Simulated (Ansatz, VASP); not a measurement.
## Two plane-wave programs on BaTiO3

```
Ba Ti O
1.0
     3.73734   -0.49650    0.02237
    -0.34998    3.28116    3.11008
     0.37150   -2.76004    2.58992
Ba Ti O
1 1 3
Direct
  0.00364 0.99727 0.99850
  0.50025 0.51161 0.51018
  0.99835 0.49282 0.49504
  0.49991 0.50154 0.99454
  0.49786 0.99299 0.49796
```

Alike in both runs: functional PBE; k mesh 6 × 5 × 6; occupations fermi-dirac, width 0.05 eV; no spin polarisation.

|  | VASP | Ansatz |
| --- | --- | --- |
| version | VASP 6.6.1 | Ansatz 0.2.0 |
| potentials or method | VASP PAW PBE potentials, release 64 (Ba_sv, Ti_sv, O) | Ansatz PAW |
| plane-wave cutoff (eV) | 520 | 420 |
| valence electrons in the cell | 40 | 40 |
| task | single point | band structure |

```csv
,VASP,Ansatz,Ansatz less VASP
gap on the k mesh at the Fermi level (eV),0.26,0.35,+0.085
least direct gap on the mesh (eV),0.39,0.45,+0.054
pressure (GPa),21.2,18.4,-2.84
"traceless stress, the component that is largest in VASP (GPa)",32.70,30.92,-1.781
rms of the force components (eV/Å),0.279,0.267,-0.0120
```

Atom by atom the forces differ by 0.020 eV/Å (rms over components).

Neither program's run includes spin-orbit coupling.
